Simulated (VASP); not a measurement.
# Sb (P2_1/m) in VASP: further runs

Sb is run at these levels: LDA; tasks: single point, relaxation of cell and atoms.

Program: VASP 6.6.1. These are calculated values, not measurements. Logs are shortened: lines on timing, memory, paths and dates and some standing lists are left out, and cuts for length are marked.

## 1. The cell of the first run

The typed cell holds 2 atoms: a = 3.043 Å, b = 4.297 Å, c = 4.298 Å, α = 90.00°, β = 90.21°, γ = 90.00°.

## 2. Single point, LDA

Input file INCAR:

```
SYSTEM = Sb
PREC = Accurate
ENCUT = 520
EDIFF = 1E-6
ISMEAR = 0
SIGMA = 0.1
LREAL = .FALSE.
LASPH = .TRUE.
NELM = 100
ALGO = Normal
ISIF = 2
LWAVE = .FALSE.
LCHARG = .FALSE.
GGA = CA
NBANDS = 12
```

Input file KPOINTS:

```
regular mesh
0
G
  14 10 10
  0 0 0
```

Input file POSCAR:

```
Sb
1.0
    3.0434084882      0.0000000000      0.0078972371
    0.0000000000      4.2971618925      0.0000000000
   -0.0267871285      0.0000000000      4.2977271491
Sb
2
Direct
    1.0002123997      0.7500000000      0.7499895587
   -0.0002123997      0.2500000000      0.2500104413
```

Potentials or basis: VASP PAW LDA potentials, release 64 (Sb).

Started as:

```console
$ cat potpaw_LDA.64/Sb/POTCAR > POTCAR
$ mpirun -np 1 vasp_std > vasp.out
```

OUTCAR:

```text
SYSTEM = Sb
   PREC = Accurate
   ENCUT = 520
   EDIFF = 1E-6
   ISMEAR = 0
   LREAL = .FALSE.
   LASPH = .TRUE.
   NELM = 100
   ISIF = 2
   GGA = CA

 ion  position               nearest neighbor table
   1  0.000  0.750  0.750-   2 3.04   2 3.04   2 3.04   2 3.04
   2  1.000  0.250  0.250-   1 3.04   1 3.04   1 3.04   1 3.04

  LATTYP: Found a simple monoclinic cell.
 ALAT       =     3.0434187343
 B/A-ratio  =     1.4119522378
 C/A-ratio  =     1.4121653981
 COS(beta)  =    -0.0036379104

  Lattice vectors:

 A1 = (   3.0434084882,   0.0000000000,   0.0078972371)
 A2 = (   0.0000000000,   4.2971618925,   0.0000000000)
 A3 = (  -0.0267871285,   0.0000000000,   4.2977271491)

Analysis of symmetry for initial positions (statically):
=====================================================================
 Subroutine PRICEL returns:
 Original cell was already a primitive cell.

 Routine SETGRP: Setting up the symmetry group for a
 simple monoclinic supercell.

 Subroutine GETGRP returns: Found  4 space group operations
 (whereof  2 operations were pure point group operations)
 out of a pool of  4 trial point group operations.

The static configuration has the point symmetry S_2 .
 The point group associated with its full space group is C_2h.

Analysis of symmetry for dynamics (positions and initial velocities):
=====================================================================
 Subroutine PRICEL returns:
 Original cell was already a primitive cell.

 Routine SETGRP: Setting up the symmetry group for a
 simple monoclinic supercell.

 Subroutine GETGRP returns: Found  4 space group operations
 (whereof  2 operations were pure point group operations)
 out of a pool of  4 trial point group operations.

The dynamic configuration has the point symmetry S_2 .
 The point group associated with its full space group is C_2h.

 Subroutine INISYM returns: Found  4 space group operations
 (whereof  2 operations are pure point group operations),
 and found     1 'primitive' translations

----------------------------------------------------------------------------------------

                                     Primitive cell

  volume of cell :      56.2067

  direct lattice vectors                    reciprocal lattice vectors
     3.043408488  0.000000000  0.007897237     0.328573647  0.000000000  0.002047953
     0.000000000  4.297161893  0.000000000     0.000000000  0.232711735  0.000000000
    -0.026787129  0.000000000  4.297727149    -0.000603767  0.000000000  0.232677365

  length of vectors
     3.043418734  4.297161893  4.297810628     0.328580029  0.232711735  0.232678148

  position of ions in fractional coordinates (direct lattice)
     0.000212400  0.750000000  0.749989559
     0.999787600  0.250000000  0.250010441

  ion indices of the primitive-cell ions
   primitive index   ion index
                 1           1
                 2           2

----------------------------------------------------------------------------------------

 KPOINTS: regular mesh

Automatic generation of k-mesh.
 Grid dimensions read from file:
 generate k-points for:   14   10   10

 Generating k-lattice:

  Cartesian coordinates                     Fractional coordinates (reciprocal lattice)
     0.023469546  0.000000000  0.000146282     0.071428571  0.000000000  0.000000000
     0.000000000  0.023271174  0.000000000     0.000000000  0.100000000  0.000000000
    -0.000060377  0.000000000  0.023267736     0.000000000  0.000000000  0.100000000

  Length of vectors
     0.023470002  0.023271174  0.023267815

  Shift w.r.t. Gamma in fractional coordinates (k-lattice)
     0.000000000  0.000000000  0.000000000

 Subroutine IBZKPT returns following result:
 ===========================================

 Found    432 irreducible k-points:

 Following reciprocal coordinates:
            Coordinates               Weight
  0.000000  0.000000  0.000000      1.000000
  0.071429  0.000000  0.000000      2.000000
  0.142857  0.000000  0.000000      2.000000
  0.214286  0.000000  0.000000      2.000000
  0.285714  0.000000 -0.000000      2.000000
  0.357143  0.000000 -0.000000      2.000000
[... 16 lines left out ...]
  0.428571  0.200000  0.000000      4.000000
  0.500000  0.200000  0.000000      2.000000
 [... further k-points ...]
   k-points           NKPTS =    432   k-points in BZ     NKDIM =    432   number of bands    NBANDS=     12
   number of dos      NEDOS =    301   number of ions     NIONS =      2
   total plane-waves  NPLWV =  24576
   dimension x,y,z NGX =    24 NGY =   32 NGZ =   32
   dimension x,y,z NGXF=    48 NGYF=   64 NGZF=   64
   ions per type =               2
   NGX,Y,Z   is equivalent  to a cutoff of  13.11, 12.38, 12.38 a.u.
   NGXF,Y,Z  is equivalent  to a cutoff of  26.22, 24.76, 24.76 a.u.
 SYSTEM =  Sb
   PREC   = accura    normal or accurate (medium, high low for compatibility)
   ISTART =      0    job   : 0-new  1-cont  2-samecut
   ICHARG =      2    charge: 1-file 2-atom 10-const
   ISPIN  =      1    spin polarized calculation?
   LNONCOLLINEAR =      F non collinear calculations
   LSORBIT =      F    spin-orbit coupling
   LASPH  =      T    aspherical Exc in radial PAW
   ENCUT  =  520.0 eV  38.22 Ry    6.18 a.u.   5.66  7.99  7.99*2*pi/ulx,y,z
   NELM   =    100;   NELMIN=  2; NELMDL= -5     # of ELM steps
   EDIFF  = 0.1E-05   stopping-criterion for ELM
   LREAL  =      F    real-space projection
   EDIFFG = 0.1E-04   stopping-criterion for IOM
   NSW    =      0    number of steps for IOM
   IBRION =     -1    ionic relax: 0-MD 1-quasi-New 2-CG
   NFREE  =      0    steps in history (QN), initial steepest desc. (CG)
   ISIF   =      2    stress and relaxation
   ISYM   =      2    0-nonsym 1-usesym 2-fastsym
   POTIM  = 0.5000    time-step for ionic-motion
   TEBEG  =    0.0;   TEEND  =   0.0 temperature during run
   PSTRESS=    0.0 pullay stress
   NELECT =      10.0000    total number of electrons
   NUPDOWN=      -1.0000    fix difference up-down
   EMIN   =  10.00;   EMAX   =-10.00  energy-range for DOS
   EFERMI =   0.00;   METHOD = LEGACY
   ISMEAR =     0;   SIGMA  =   0.10  broadening in eV -4-tet -1-fermi 0-gaus
   EFERMI_NEDOS =   21; number of points for ismear=-14 and -15
   IALGO  =     38    algorithm
   IMIX   =      4    mixing-type and parameters
     AMIX     =   0.40;   BMIX     =  1.00
     AMIX_MAG =   1.60;   BMIX_MAG =  1.00
  volume/ion in A,a.u.               =      28.10       189.65
  Fermi-wavevector in a.u.,A,eV,Ry     =   0.920758  1.739981 11.534958  0.847796
  Thomas-Fermi vector in A             =   2.046099
   LORBIT       =      0    0 simple, 1 ext, 2 COOP (PROOUT), +10 PAW based schemes
   GGA     = CA    functional components
   LHFCALC =     F    Hartree Fock is set to
   AEXX    =    0.0000 exact exchange contribution
   IVDW    =     0    specifies the selected vdW correction
   LEPSILON=     F    determine dielectric tensor
   LRPA    =     F    only Hartree local field effects (RPA)
 non-spin polarized calculation
 Gauss-broadening in eV      SIGMA  =   0.10
  energy-cutoff  :      520.00
  volume of cell :       56.21
 maximum number of plane-waves:      1538
   NGX = 11   NGY = 15   NGZ = 15

 number of electron      10.0000000 magnetization

 number of electron       9.9999999 magnetization

 Free energy of the ion-electron system (eV)
  ---------------------------------------------------
  ext. energy  EPLUGINS =         0.00000000
  ---------------------------------------------------
  free energy    TOTEN  =        -9.58953551 eV

  energy without entropy =       -9.58354789  energy(sigma->0) =       -9.58654170

 E-fermi :   7.7775     XC(G=0): -10.0516

 val. band max:        7.7764097254   @ k =   0.0714   0.0000   0.4000
 cond. band min:       7.7777638087   @ k =   0.0714   0.4000   0.0000
 fundamental gap:      0.0013540833
 Fermi energy:         7.7774549051

 k-point     1 :       0.0000    0.0000    0.0000
  band No.  band energies     occupation
      1      -5.1005      2.00000
      2       0.3535      2.00000
      3       3.9853      2.00000
      4       3.9871      2.00000
      5       9.7561      0.00000
      6      11.1238      0.00000
      7      11.1677      0.00000
      8      11.1699      0.00000
      9      14.7181      0.00000
     10      14.7344      0.00000
     11      15.5715      0.00000
     12      16.3415      0.00000

 k-point     2 :       0.0714    0.0000    0.0000
  band No.  band energies     occupation
      1      -5.0223      2.00000
      2       0.4341      2.00000
      3       4.0588      2.00000
      4       4.0606      2.00000
      5       9.8281      0.00000
      6      10.1313      0.00000
      7      11.2459      0.00000
      8      11.2466      0.00000
      9      14.7909      0.00000
     10      14.7924      0.00000
     11      15.3496      0.00000
     12      16.8504      0.00000

 k-point     3 :       0.1429    0.0000    0.0000
  band No.  band energies     occupation
      1      -4.7895      2.00000
      2       0.6758      2.00000
      3       4.2744      2.00000
      4       4.2762      2.00000
      5       8.3430      0.00000
      6      10.0435      0.00000
      7      11.4746      0.00000
      8      11.4753      0.00000
      9      13.1608      0.00000
     10      14.9657      0.00000
     11      15.8761      0.00000
     12      17.6644      0.00000
[... 286 lines left out ...]
 k-point    23 :       0.4286    0.2000    0.0000
  band No.  band energies     occupation
      1      -2.4331      2.00000
      2       1.8243      2.00000
      3       2.5354      2.00000
      4       5.9060      2.00000
      5       6.2744      2.00000
      6       7.0300      2.00000
      7      11.5217      0.00000
      8      11.9981      0.00000
      9      12.4768      0.00000
     10      13.1037      0.00000
     11      13.4389      0.00000
     12      16.5272      0.00000

 k-point    24 :       0.5000    0.2000    0.0000
  band No.  band energies     occupation
      1      -2.1748      2.00000
      2       2.0977      2.00000
      3       2.1454      2.00000
      4       5.4831      2.00000
      5       6.4274      2.00000
      6       7.1345      2.00000
      7      11.6943      0.00000
      8      12.2098      0.00000
      9      12.2203      0.00000
     10      12.8143      0.00000
     11      13.6607      0.00000
     12      16.2156      0.00000

 [... further k-points ...]
[... 5 lines left out ...]
  --------------------------------------------------------------------------------------
  -------------------------------------------------------------------------------------
  Total        0.0910388      0.0802185      0.0784430      0.0000000      0.0000000      0.0025677
  in kB        2.5950717      2.2866365      2.2360259      0.0000000      0.0000000      0.0731920
  external PRESSURE =       2.3725780 kB  Pullay stress =       0.0000000 kB

 VOLUME and BASIS-vectors are now :
 -----------------------------------------------------------------------------
  energy-cutoff  :      520.00
  volume of cell :       56.21
      direct lattice vectors                 reciprocal lattice vectors
     3.043408488  0.000000000  0.007897237     0.328573647  0.000000000  0.002047953
     0.000000000  4.297161893  0.000000000     0.000000000  0.232711735  0.000000000
    -0.026787129  0.000000000  4.297727149    -0.000603767  0.000000000  0.232677365

 POSITION                                       TOTAL-FORCE (eV/Angst)
 -----------------------------------------------------------------------------------
     -0.01944      3.22287      3.22325        -0.000596     -0.000000      0.000219
      3.03607      1.07429      1.08237         0.000596      0.000000     -0.000219
 -----------------------------------------------------------------------------------
    total drift:                                0.000000     -0.000000      0.000000

  FREE ENERGIE OF THE ION-ELECTRON SYSTEM (eV)
  ---------------------------------------------------
  free  energy   TOTEN  =        -9.5895355060 eV

  energy  without entropy=       -9.5835478854  energy(sigma->0) =       -9.58654170
```

It took 74 s on 1 thread of Intel Xeon Platinum 8488C (Sapphire Rapids), shared host; peak memory 0.34 GiB.

What came out:

* Free energy: -9.5895 eV
* Pressure: 0.2 GPa
* Band gap on the k mesh: zero (band 5 reaches 13.31 eV, above the bottom of band 6 at 4.01 eV)

Caveat: spin-orbit coupling is left out, which moves the levels of the heavy elements.

[end of part 1 of 2]
